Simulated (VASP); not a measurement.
# Li6Ag (P6/mmm) in VASP: further runs, part 2 of 2

VASP 6.6.1.

**4. Single point, PBE**

This run uses another cell than the first one, of 21.89 Å³/atom.

INCAR

```
SYSTEM = Li6Ag
  ALGO = Fast
  EDIFF = 1E-6
  ENCUT = 520
  GGA = PE
  ISIF = 2
  ISMEAR = 0
  LASPH = .True.
  LCHARG = .False.
  LREAL = .False.
  LWAVE = .False.
  NBANDS = 24
  NELM = 80
  PREC = Accurate
  SIGMA = 0.1
```

KPOINTS

```
k-points
0
Gamma
  6 6 14
  0 0 0
```

POSCAR

```
Li6Ag
1.0
    7.9076186232      0.0000000000      0.0000000000
   -3.9538093116      6.8481986112      0.0000000000
    0.0000000000      0.0000000000      2.8300116506
Li Ag
6 1
Direct
    0.0000000000      0.3265599977      0.5000000000
    0.6734400023      0.6734400023      0.5000000000
    0.3265599977      0.0000000000      0.5000000000
    0.0000000000      0.6734400023      0.5000000000
    0.3265599977      0.3265599977      0.5000000000
    0.6734400023      0.0000000000      0.5000000000
    0.0000000000      0.0000000000      0.0000000000
```

Started as:

```sh
$ cat potpaw_PBE.64/Li_sv/POTCAR potpaw_PBE.64/Ag/POTCAR > POTCAR
$ mpirun -np 1 vasp_std > vasp.out
```

It took 4.4 min on 1 thread of Oxide Virtual Turin-like, shared host; peak memory 0.35 GiB.

The run converged. Its results:

| Item | Value |
| --- | --- |
| Free energy | -13.2445 eV |
| Largest force | 0.004 eV/Å |
| Band gap on the k mesh | zero (an odd number of electrons rules out a gap without spin polarisation) |

Forces on the atoms (eV/Å):
```
Li  -0.002  0.003  0.000
Li  -0.002 -0.003  0.000
Li   0.004  0.000  0.000
Li   0.002 -0.003  0.000
Li   0.002  0.003  0.000
Li  -0.004  0.000  0.000
Ag   0.000  0.000  0.000
```

Levels at points of the mesh, in eV from the Fermi level:
| k point | band 11 | band 12 | band 13 | band 14 | band 15 | band 16 | band 17 | band 18 | band 19 | band 20 |
| --- | --- | --- | --- | --- | --- | --- | --- | --- | --- | --- |
| (0.00, 0.00, 0.00) | -3.86 | -3.86 | -1.88 | -1.50 | -1.50 | -0.61 | -0.48 | -0.48 | 3.09 | 3.09 |
| (0.50, 0.00, 0.00) | -3.86 | -3.86 | -2.66 | -1.73 | -1.53 | 0.11 | 0.49 | 1.03 | 1.29 | 1.34 |
| (0.00, 0.00, 0.50) | -3.94 | -0.59 | 0.13 | 1.18 | 1.18 | 2.13 | 2.13 | 2.45 | 3.16 | 3.61 |
| (0.50, 0.00, 0.50) | -3.92 | -0.10 | -0.04 | 0.15 | 0.72 | 2.29 | 2.49 | 2.76 | 3.87 | 4.09 |

Caveat: the cutoff is under 1.25 times the usual one of these potentials, so pressure, stress and relaxed cells hold a basis-set (Pulay) error.

**5. Relaxation of cell and atoms, PBE**

INCAR

```
SYSTEM = Li6Ag
PREC = Accurate
ENCUT = 600
EDIFF = 1E-6
ISMEAR = 0
SIGMA = 0.1
LREAL = .FALSE.
LASPH = .TRUE.
NELM = 100
ALGO = Fast
ISIF = 3
LWAVE = .FALSE.
LCHARG = .FALSE.
GGA = PE
IBRION = 2
NSW = 100
EDIFFG = -0.01
```

KPOINTS

```
regular mesh
0
G
  6 6 14
  0 0 0
```

POSCAR

```
Li6Ag
1.0
    7.9222113688      0.0000000000      0.0000000000
   -3.9611056844      6.8608362995      0.0000000000
    0.0000000000      0.0000000000      2.8496946953
Li Ag
6 1
Direct
    0.0000000000      0.3249710889      0.5000000000
    0.6750289111      0.6750289111      0.5000000000
    0.3249710889      0.0000000000      0.5000000000
    0.0000000000      0.6750289111      0.5000000000
    0.3249710889      0.3249710889      0.5000000000
    0.6750289111      0.0000000000      0.5000000000
    0.0000000000      0.0000000000      0.0000000000
```

Started as:

```sh
$ cat potpaw_PBE.64/Li_sv/POTCAR potpaw_PBE.64/Ag/POTCAR > POTCAR
$ mpirun -np 1 vasp_std > vasp.out
```

It took 26 min on 1 thread of Oxide Virtual Turin-like, shared host; peak memory 0.4 GiB.

Results (log left out):

```yaml
Free_energy: -13.2451 eV
Relaxed_volume: 21.70 Å³/atom
Relaxed_cell: a = 7.880 Å, b = 7.880 Å, c = 2.825 Å, α = 90.00°, β = 90.00°, γ = 120.00°
Space_group_after_relaxing_to_0.1_Å: P6/mmm (No. 191)
Energy_gained_by_relaxing: 0.6 meV/atom
Ionic_steps: 7
Pressure_after_relaxing: 0.0 GPa
```

Step by step:
| step | energy change (eV) | largest force (eV/Å) | pressure (GPa) | volume (Å³) |
| --- | --- | --- | --- | --- |
| 1 | 0.0000 | 0.0350 | -0.21 | 154.89 |
| 2 | -0.0015 | 0.0339 | -0.16 | 154.24 |
| 3 | -0.0028 | 0.0322 | -0.07 | 153.36 |
| 4 | -0.0024 | 0.0279 | 0.13 | 151.63 |
| 5 | -0.0031 | 0.0305 | 0.00 | 152.67 |
| 6 | -0.0036 | 0.0233 | 0.00 | 152.48 |
| 7 | -0.0043 | 0.0006 | -0.01 | 151.90 |

Final structure:
```yaml
crystal:
  lattice:
    - [7.88018, 0.00000, 0.00000]
    - [-3.94009, 6.82443, 0.00000]
    - [0.00000, 0.00000, 2.82452]
  atoms:
    - { symbol: Li, position: [0.00000, 0.32708, 0.50000] }
    - { symbol: Li, position: [0.67292, 0.67292, 0.50000] }
    - { symbol: Li, position: [0.32708, 0.00000, 0.50000] }
    - { symbol: Li, position: [0.00000, 0.67292, 0.50000] }
    - { symbol: Li, position: [0.32708, 0.32708, 0.50000] }
    - { symbol: Li, position: [0.67292, 0.00000, 0.50000] }
    - { symbol: Ag, position: [0.00000, 0.00000, 0.00000] }
```

Levels at points of the mesh, in eV from the Fermi level:
| k point | band 13 | band 14 | band 15 | band 16 | band 17 | band 18 |
| --- | --- | --- | --- | --- | --- | --- |
| (0.00, 0.00, 0.00) | -1.89 | -1.50 | -1.50 | -0.62 | -0.48 | -0.48 |
| (0.50, 0.00, 0.00) | -2.68 | -1.73 | -1.54 | 0.11 | 0.50 | 1.06 |
| (0.00, 0.00, 0.50) | 0.13 | 1.19 | 1.19 | 2.13 | 2.13 | 2.46 |
| (0.50, 0.00, 0.50) | -0.05 | 0.15 | 0.72 | 2.30 | 2.50 | 2.77 |

Caveat: the cutoff is under 1.25 times the usual one of these potentials, so pressure, stress and relaxed cells hold a basis-set (Pulay) error; the highest band is partly filled, so the run has too few bands.

**6. Overview**

```csv
task,cell,k mesh,cutoff (eV),gap on the mesh (eV),pressure (GPa),relaxed volume (Å³/atom),largest force (eV/Å)
single point,"a = 7.922, b = 7.922, c = 2.850 Å, angles 90.0, 90.0, 120.0°, 7 atoms, atomic positions A",6 × 6 × 4,520,none,-,-,0.04
relaxation of cell and atoms,"relaxed from a = 4.594, b = 4.594, c = 3.893 Å, angles 90.0, 90.0, 120.0°, 7 atoms, atomic positions B",6 × 6 × 4,600,none,0.1,15.39,0.03
single point,"a = 7.908, b = 7.908, c = 2.830 Å, angles 90.0, 90.0, 120.0°, 7 atoms, atomic positions C",6 × 6 × 14,520,none,-,-,-
relaxation of cell and atoms,"relaxed from a = 7.922, b = 7.922, c = 2.850 Å, angles 90.0, 90.0, 120.0°, 7 atoms, atomic positions A",6 × 6 × 14,600,-,0.0,21.70,-
```

Alike in all rows: level PBE; potentials or basis VASP PAW PBE potentials, release 64 (Li_sv, Ag); no spin polarisation; smearing gaussian 0.1 eV.

Caveats: some runs use coarse meshes; the cutoff is under 1.25 times the usual one of these potentials, so pressure, stress and relaxed cells hold a basis-set (Pulay) error; the volume moved by over 15 % at a fixed basis, so the end points are rough (at least some runs); the highest band is partly filled, so the run has too few bands (at least some runs).

Total energies depend on the potentials used, so only differences within one code and one set of settings carry meaning.
